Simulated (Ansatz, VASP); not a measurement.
## Mn: VASP beside Ansatz

```
Mn
1.0
     2.93704    0.00000    0.00000
    -1.46852    2.54355    0.00000
     0.00000    0.00000    4.44325
Mn
2
Direct
  0.33333 0.66667 0.25000
  0.66667 0.33333 0.75000
```

Alike in both runs: task single point; functional r2SCAN; k mesh 14 × 14 × 8; occupations fermi-dirac, width 0.05 eV; collinear spin.

|  | VASP | Ansatz |
| --- | --- | --- |
| version | VASP 6.6.1 | Ansatz 0.2.0 |
| potentials or method | VASP PAW PBE potentials, release 64 (Mn_pv), cutoff 520 eV | plane waves (500 eV) with PAW, scalar-relativistic |
| valence electrons in the cell | 26 | 30 |

```csv
,VASP,Ansatz,Ansatz less VASP
pressure (GPa),-5.4,-5.5,-0.13
"traceless stress, the component that is largest in VASP (GPa)",0.50,0.28,-0.217
net moment per atom (μB),0.00,0.00,0.000
size of the moment on the site where the two differ most (μB),3.94,3.98,+0.045
```

VASP's potentials were made for PBE, not for r2SCAN. Site moments also hang on the region over which each program counts them. VASP's potentials hold 26 valence electrons a cell and Ansatz's 30, so a difference there can come from the potentials and not from the codes. Ansatz's warnings: stability check not made.
